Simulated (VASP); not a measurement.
Input of a VASP 6.6.1 run:

INCAR

```
PREC = Accurate
ENCUT = 520
EDIFF = 1E-7
ISMEAR = 0
SIGMA = 0.1
LREAL = False
LASPH = True
NELM = 100
ALGO = Normal
ISIF = 2
LWAVE = False
LCHARG = False
GGA = PE
NBANDS = 18
```

Contents of KPOINTS:

```
regular mesh
0
Gamma
  2 2 2
```

File POSCAR:

```
CdH6
1.0
    6.0222088052     -0.0361119225      0.0267206080
   -0.0361762967      6.0101131902      0.0084381183
    0.0267130049      0.0084231919      6.0235161070
Cd H
1 6
Direct
    0.0071584904     -0.0065918983      0.0008644981
    0.0476097326      0.5063789873      0.4974891175
    0.5177417641      0.0467778586      0.5034416209
    0.9237551485      0.5139470049      0.4882562301
    0.4823032768      0.9268076224      0.4961706380
    0.5052816679      0.5091726474      0.0689141434
    0.5161499196      0.5035077777      0.9448637521
```

Potentials or basis: VASP PAW PBE potentials, release 64 (Cd, H).

Command:

```console
$ cat potpaw_PBE.64/Cd/POTCAR potpaw_PBE.64/H/POTCAR > POTCAR
$ mpirun -np 1 vasp_std > vasp.out
```

Q: Estimate the band gap on the k mesh.

A: 3.76 eV.

Q: Predict the largest force.

A: 0.034 eV/Å.

Forces on the atoms (eV/Å):
```
Cd   0.000  0.006 -0.002
H   -0.014 -0.005  0.003
H    0.002 -0.034 -0.001
H    0.012  0.003 -0.002
H    0.000  0.033  0.001
H   -0.003 -0.001 -0.014
H    0.002 -0.001  0.015
```

Caveat: the k points lie up to 0.52 Å⁻¹ apart. A k mesh can miss the band edges.
